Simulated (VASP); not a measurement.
# Ru (P3_121) in VASP: relaxation of cell and atoms with PBE

Aim: the relaxation of cell and atoms of Ru with PBE.

Program: VASP 6.6.1. These are calculated values, not measurements. Logs are shortened: lines on timing, memory, paths and dates and some standing lists are left out, and cuts for length are marked.

### Step 1. The cell of the first run

The structure is trigonal, space group P3_121 (No. 152). Conventional cell: a = 3.439 Å, b = 3.439 Å, c = 4.646 Å, α = 90.00°, β = 90.00°, γ = 120.00°. Within 3.2 Å of Ru (site symmetry 2) lie 6 Ru at 2.42 to 2.57 Å.

### Step 2. Relaxation of cell and atoms, PBE

INCAR

```
SYSTEM = Ru
  ALGO = Fast
  EDIFF = 1E-6
  EDIFFG = -0.01
  ENCUT = 600
  GGA = PE
  IBRION = 2
  ISIF = 3
  ISMEAR = 0
  LASPH = .TRUE.
  LCHARG = .FALSE.
  LREAL = .FALSE.
  LWAVE = .FALSE.
  NELM = 80
  NSW = 100
  PREC = Accurate
  SIGMA = 0.1
```

KPOINTS

```
k-points
0
G
  15 15 10
  0 0 0
```

POSCAR

```
Ru
1.0
    3.4388458147      0.0000000000      0.0000000000
   -1.7194229073      2.9781278352      0.0000000000
    0.0000000000      0.0000000000      4.6458931321
Ru
3
Direct
    0.3130188823      0.0000000000      0.3333333333
    0.0000000000      0.3130188823      0.6666666667
    0.6869811177      0.6869811177      0.0000000000
```

Potentials or basis: VASP PAW PBE potentials, release 64 (Ru_pv).

On the command line:

```bash
cat potpaw_PBE.64/Ru_pv/POTCAR > POTCAR
mpirun -np 1 vasp_std > vasp.out
```

OUTCAR:

```text
SYSTEM = Ru
   EDIFF = 1E-6
   EDIFFG = -0.01
   ENCUT = 600
   GGA = PE
   IBRION = 2
   ISIF = 3
   ISMEAR = 0
   LASPH = .TRUE.
   LREAL = .FALSE.
   NELM = 80
   NSW = 100
   PREC = Accurate

 ion  position               nearest neighbor table
   1  0.313  0.000  0.333-   3 2.42   2 2.42   3 2.57   3 2.57   2 2.57   2 2.57
   2  0.000  0.313  0.667-   3 2.42   1 2.42   3 2.57   3 2.57   1 2.57   1 2.57
   3  0.687  0.687  0.000-   2 2.42   1 2.42   2 2.57   1 2.57   1 2.57   2 2.57

  LATTYP: Found a hexagonal cell.
 ALAT       =     3.4388458147
 C/A-ratio  =     1.3510036165

  Lattice vectors:

 A1 = (   3.4388458147,   0.0000000000,   0.0000000000)
 A2 = (  -1.7194229073,   2.9781278352,   0.0000000000)
 A3 = (   0.0000000000,   0.0000000000,   4.6458931321)

Analysis of symmetry for initial positions (statically):
=====================================================================
 Subroutine PRICEL returns:
 Original cell was already a primitive cell.

 Routine SETGRP: Setting up the symmetry group for a
 hexagonal supercell.

 Subroutine GETGRP returns: Found  6 space group operations
 (whereof  2 operations were pure point group operations)
 out of a pool of 24 trial point group operations.

The static configuration has the point symmetry C_2 .
 The point group associated with its full space group is D_3 .

Analysis of symmetry for dynamics (positions and initial velocities):
=====================================================================
 Subroutine PRICEL returns:
 Original cell was already a primitive cell.

 Routine SETGRP: Setting up the symmetry group for a
 hexagonal supercell.

 Subroutine GETGRP returns: Found  6 space group operations
 (whereof  2 operations were pure point group operations)
 out of a pool of 24 trial point group operations.

The dynamic configuration has the point symmetry C_2 .
 The point group associated with its full space group is D_3 .

 Subroutine INISYM returns: Found  6 space group operations
 (whereof  2 operations are pure point group operations),
 and found     1 'primitive' translations

----------------------------------------------------------------------------------------

                                     Primitive cell

  volume of cell :      47.5801

  direct lattice vectors                    reciprocal lattice vectors
     3.438845815  0.000000000  0.000000000     0.290795242  0.167890711  0.000000000
    -1.719422907  2.978127835  0.000000000     0.000000000  0.335781422  0.000000000
     0.000000000  0.000000000  4.645893132     0.000000000  0.000000000  0.215243866

  length of vectors
     3.438845815  3.438845815  4.645893132     0.335781422  0.335781422  0.215243866

  position of ions in fractional coordinates (direct lattice)
     0.313018882  0.000000000  0.333333333
     0.000000000  0.313018882  0.666666667
     0.686981118  0.686981118  0.000000000

  ion indices of the primitive-cell ions
   primitive index   ion index
                 1           1
                 2           2
                 3           3

----------------------------------------------------------------------------------------

 KPOINTS: k-points

Automatic generation of k-mesh.
 Grid dimensions read from file:
 generate k-points for:   15   15   10

 Generating k-lattice:

  Cartesian coordinates                     Fractional coordinates (reciprocal lattice)
     0.019386349  0.011192714  0.000000000     0.066666667  0.000000000  0.000000000
     0.000000000  0.022385428  0.000000000     0.000000000  0.066666667  0.000000000
     0.000000000  0.000000000  0.021524387     0.000000000  0.000000000  0.100000000

  Length of vectors
     0.022385428  0.022385428  0.021524387

  Shift w.r.t. Gamma in fractional coordinates (k-lattice)
     0.000000000  0.000000000  0.000000000

 Subroutine IBZKPT returns following result:
 ===========================================

 Found    238 irreducible k-points:

 Following reciprocal coordinates:
            Coordinates               Weight
  0.000000  0.000000  0.000000      1.000000
  0.066667  0.000000  0.000000      6.000000
  0.133333  0.000000  0.000000      6.000000
  0.200000  0.000000  0.000000      6.000000
  0.266667  0.000000  0.000000      6.000000
  0.333333  0.000000  0.000000      6.000000
[... 16 lines left out ...]
  0.333333  0.200000  0.000000     12.000000
  0.400000  0.200000  0.000000      6.000000
 [... further k-points ...]
   k-points           NKPTS =    238   k-points in BZ     NKDIM =    238   number of bands    NBANDS=     25
   number of dos      NEDOS =    301   number of ions     NIONS =      3
   total plane-waves  NPLWV =  31360
   dimension x,y,z NGX =    28 NGY =   28 NGZ =   40
   dimension x,y,z NGXF=    56 NGYF=   56 NGZF=   80
   ions per type =               3
   NGX,Y,Z   is equivalent  to a cutoff of  13.54, 13.54, 14.31 a.u.
   NGXF,Y,Z  is equivalent  to a cutoff of  27.07, 27.07, 28.63 a.u.
 SYSTEM =  Ru
   PREC   = accura    normal or accurate (medium, high low for compatibility)
   ISTART =      0    job   : 0-new  1-cont  2-samecut
   ICHARG =      2    charge: 1-file 2-atom 10-const
   ISPIN  =      1    spin polarized calculation?
   LNONCOLLINEAR =      F non collinear calculations
   LSORBIT =      F    spin-orbit coupling
   LASPH  =      T    aspherical Exc in radial PAW
   ENCUT  =  600.0 eV  44.10 Ry    6.64 a.u.   6.87  6.87  9.28*2*pi/ulx,y,z
   NELM   =     80;   NELMIN=  2; NELMDL= -5     # of ELM steps
   EDIFF  = 0.1E-05   stopping-criterion for ELM
   LREAL  =      F    real-space projection
   EDIFFG = -.1E-01   stopping-criterion for IOM
   NSW    =    100    number of steps for IOM
   IBRION =      2    ionic relax: 0-MD 1-quasi-New 2-CG
   NFREE  =      1    steps in history (QN), initial steepest desc. (CG)
   ISIF   =      3    stress and relaxation
   ISYM   =      2    0-nonsym 1-usesym 2-fastsym
   POTIM  = 0.5000    time-step for ionic-motion
   TEBEG  =    0.0;   TEEND  =   0.0 temperature during run
   PSTRESS=    0.0 pullay stress
   NELECT =      42.0000    total number of electrons
   NUPDOWN=      -1.0000    fix difference up-down
   EMIN   =  10.00;   EMAX   =-10.00  energy-range for DOS
   EFERMI =   0.00;   METHOD = LEGACY
   ISMEAR =     0;   SIGMA  =   0.10  broadening in eV -4-tet -1-fermi 0-gaus
   EFERMI_NEDOS =   21; number of points for ismear=-14 and -15
   IALGO  =     68    algorithm
   IMIX   =      4    mixing-type and parameters
     AMIX     =   0.40;   BMIX     =  1.00
     AMIX_MAG =   1.60;   BMIX_MAG =  1.00
  volume/ion in A,a.u.               =      15.86       107.03
  Fermi-wavevector in a.u.,A,eV,Ry     =   1.570421  2.967666 33.555002  2.466223
  Thomas-Fermi vector in A             =   2.672157
   LORBIT       =      0    0 simple, 1 ext, 2 COOP (PROOUT), +10 PAW based schemes
   GGA     = PE    functional components
   LHFCALC =     F    Hartree Fock is set to
   AEXX    =    0.0000 exact exchange contribution
   IVDW    =     0    specifies the selected vdW correction
   LEPSILON=     F    determine dielectric tensor
   LRPA    =     F    only Hartree local field effects (RPA)
 conjugate gradient relaxation of ions
 non-spin polarized calculation
 RMM-DIIS sequential band-by-band and
 Gauss-broadening in eV      SIGMA  =   0.10
  energy-cutoff  :      600.00
  volume of cell :       47.58
 maximum number of plane-waves:      1620
   NGX = 13   NGY = 13   NGZ = 19

--------------------------------------- Ionic step        1  -------------------------------------------

 number of electron      42.0000004 magnetization

 Free energy of the ion-electron system (eV)
  ---------------------------------------------------
  ext. energy  EPLUGINS =         0.00000000
  ---------------------------------------------------
  free energy    TOTEN  =       -24.27679504 eV

  energy without entropy =      -24.25734685  energy(sigma->0) =      -24.26707095

------------------------ aborting loop because EDIFF is reached ----------------------------------------

  FORCE on cell =-STRESS in cart. coord.  units (eV):
  Direction    XX          YY          ZZ          XY          YZ          ZX
  --------------------------------------------------------------------------------------
  -------------------------------------------------------------------------------------
  Total        0.2048489      0.2048489     -0.0691507      0.0000000     -0.0000000      0.0000000
  in kB        6.8979317      6.8979317     -2.3285302      0.0000000     -0.0000000      0.0000000
  external PRESSURE =       3.8224444 kB  Pullay stress =       0.0000000 kB
[... 92 lines left out ...]
  FREE ENERGIE OF THE ION-ELECTRON SYSTEM (eV)
  ---------------------------------------------------
  free  energy   TOTEN  =       -24.2785645119 eV

  energy  without entropy=      -24.2583336847  energy(sigma->0) =      -24.26844910

[... ionic steps 4 to 15 ...]

--------------------------------------- Ionic step       16  -------------------------------------------

 number of electron      42.0000002 magnetization

------------------------ aborting loop because EDIFF is reached ----------------------------------------

  FORCE on cell =-STRESS in cart. coord.  units (eV):
  Direction    XX          YY          ZZ          XY          YZ          ZX
  --------------------------------------------------------------------------------------
  -------------------------------------------------------------------------------------
  Total        0.0392071      0.0392071     -0.0661596      0.0000000      0.0000000      0.0000000
  in kB        1.3223939      1.3223939     -2.2314603      0.0000000      0.0000000      0.0000000
  external PRESSURE =       0.1377758 kB  Pullay stress =       0.0000000 kB
[... 59 lines left out ...]
  energy  without entropy=      -24.2839795076  energy(sigma->0) =      -24.29639529

--------------------------------------- Ionic step       18  -------------------------------------------

 number of electron      42.0000001 magnetization

 Free energy of the ion-electron system (eV)
  ---------------------------------------------------
  ext. energy  EPLUGINS =         0.00000000
  ---------------------------------------------------
  free energy    TOTEN  =       -24.30891183 eV

  energy without entropy =      -24.28406312  energy(sigma->0) =      -24.29648748

 E-fermi :  10.5249     XC(G=0): -13.0240

 val. band max:       10.5238382100   @ k =   0.2667   0.0000   0.3000
 cond. band min:      10.5298100601   @ k =   0.0667   0.0667   0.4000
 fundamental gap:      0.0059718500
 Fermi energy:        10.5249074455

 k-point     1 :       0.0000    0.0000    0.0000
  band No.  band energies     occupation
      1     -32.5318      2.00000
      2     -32.5318      2.00000
      3     -32.5055      2.00000
      4     -32.5003      2.00000
      5     -32.5003      2.00000
      6     -32.4960      2.00000
[... 661 lines left out ...]
     24      11.6250      0.00000
     25      11.6345      0.00000

 [... further k-points ...]
[... 5 lines left out ...]
  --------------------------------------------------------------------------------------
  -------------------------------------------------------------------------------------
  Total        0.0156757      0.0156757      0.0072116      0.0000000      0.0000000     -0.0000000
  in kB        0.5289223      0.5289223      0.2433314      0.0000000      0.0000000     -0.0000000
  external PRESSURE =       0.4337253 kB  Pullay stress =       0.0000000 kB
[... 18 lines left out ...]
  FREE ENERGIE OF THE ION-ELECTRON SYSTEM (eV)
  ---------------------------------------------------
  free  energy   TOTEN  =       -24.3089118305 eV

  energy  without entropy=      -24.2840631223  energy(sigma->0) =      -24.29648748

 reached required accuracy - stopping structural energy minimisation
```

Wall time 23 min (1 thread of Intel Xeon 6975P-C (Granite Rapids), shared host); peak memory 0.39 GiB.

Results:

```
Free energy                           : -24.3089 eV
Relaxed volume                        : 15.83 Å³/atom
Relaxed cell                          : a = 3.543 Å, b = 3.543 Å, c = 4.367 Å, α = 90.00°, β = 90.00°, γ = 120.00°
Space group after relaxing (to 0.1 Å) : Pm-3m (No. 221)
Energy gained by relaxing             : 10.7 meV/atom
Ionic steps                           : 18
Pressure after relaxing               : 0.0 GPa
Largest force after relaxing          : 0.006 eV/Å
Band gap on the k mesh                : zero (bands 21 and 22 overlap by 2.12 eV)
```

Forces in eV/Å, atoms in the order of the input:
```
Ru   0.006  0.000  0.000
Ru  -0.003  0.005  0.000
Ru  -0.003 -0.005  0.000
```

The path:
| step | energy change (eV) | largest force (eV/Å) | pressure (GPa) | volume (Å³) |
| --- | --- | --- | --- | --- |
| 1 | 0.0000 | 0.1048 | 0.38 | 47.58 |
| 2 | -0.0017 | 0.0809 | -0.98 | 47.84 |
| 3 | -0.0018 | 0.0766 | -1.37 | 47.91 |
| 4 | -0.0025 | 0.0762 | -1.34 | 47.90 |
| 5 | -0.0047 | 0.0774 | -1.38 | 47.89 |
| 6 | -0.0093 | 0.0841 | -1.39 | 47.86 |
| 7 | -0.0188 | 0.0722 | -1.35 | 47.80 |
| 8 | -0.0306 | 0.0224 | -0.63 | 47.64 |
| 9 | -0.0307 | 0.0392 | -0.54 | 47.63 |
| 10 | -0.0307 | 0.0236 | -0.58 | 47.63 |
| 11 | -0.0307 | 0.0095 | 0.70 | 47.35 |
| 12 | -0.0310 | 0.0234 | 0.18 | 47.48 |
| 13 | -0.0310 | 0.0238 | -0.02 | 47.50 |
| 14 | -0.0310 | 0.0197 | 0.04 | 47.49 |
| 15 | -0.0312 | 0.0160 | 0.05 | 47.50 |
| 16 | -0.0316 | 0.0058 | 0.01 | 47.50 |
| 17 | -0.0320 | 0.0198 | -0.03 | 47.51 |
| 18 | -0.0321 | 0.0063 | 0.04 | 47.48 |

Final structure:
```yaml
crystal:
  lattice:
    - [3.54331, 0.00000, 0.00000]
    - [-1.77166, 3.06860, 0.00000]
    - [0.00000, 0.00000, 4.36712]
  atoms:
    - { symbol: Ru, position: [0.33273, 0.00000, 0.33333] }
    - { symbol: Ru, position: [0.00000, 0.33273, 0.66667] }
    - { symbol: Ru, position: [0.66727, 0.66727, 0.00000] }
```
